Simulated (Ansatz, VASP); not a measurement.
**Sb: VASP beside Ansatz**

Contents of INCAR:

```
SYSTEM = Sb
PREC = Accurate ; ENCUT = 520
EDIFF = 1E-8 ; ISMEAR = -1
SIGMA = 0.05 ; LREAL = .False.
LASPH = .True. ; NELM = 100
ALGO = Normal ; ISIF = 2
LWAVE = .False. ; LCHARG = .False.
GGA = PS ; LEFG = .True.
NBANDS = 8
```

Contents of KPOINTS:

```
regular mesh
0
Gamma
  13 13 13
  0 0 0
```

POSCAR

```
Sb
1.0
    3.1809277622      0.0000000000      0.0000000000
    0.0000000000      3.1809277622      0.0000000000
    0.0000000000      0.0000000000      3.1809277622
Sb
1
Direct
    0.0000000000      0.0000000000      0.0000000000
```

Input for Ansatz:

```yaml
crystal:
  lattice:
    - [3.1809277622, 0.0, 0.0]
    - [0.0, 3.1809277622, 0.0]
    - [0.0, 0.0, 3.1809277622]
  atoms:
    - { symbol: Sb, position: [0.0, 0.0, 0.0] }
kpoints:
  mp_grid: { grid: [13, 13, 13] }
scf:
  occupations: { method: fermi_dirac, width: 0.05 }
hamiltonian:
  xc: pbesol
  pseudopotentials: { kind: all_electron, datasets: crystal }
output:
  forces: true
  stress: true
  eigenvalues: true
  efg: { contact_densities: true }
```

Change from the starting cell: volume scaled by 1.02, crystal datasets.

Alike in both runs: task electric field gradients; functional PBEsol; k mesh 13 × 13 × 13; occupations fermi-dirac, width 0.05 eV; no spin polarisation.

|  | VASP | Ansatz |
| --- | --- | --- |
| version | VASP 6.6.1 | Ansatz 0.2.0 |
| potentials or method | VASP PAW PBE potentials, release 64 (Sb), cutoff 520 eV | all-electron PAW with datasets made for the crystal, scalar-relativistic |

|  | VASP | Ansatz | Ansatz less VASP |
| --- | --- | --- | --- |
| pressure (GPa) | -5.6 | -5.6 | -0.02 |

VASP's potentials were made for PBE, not for PBEsol. Ansatz ran all-electron here, and VASP with PAW potentials.

Neither program's run includes spin-orbit coupling.
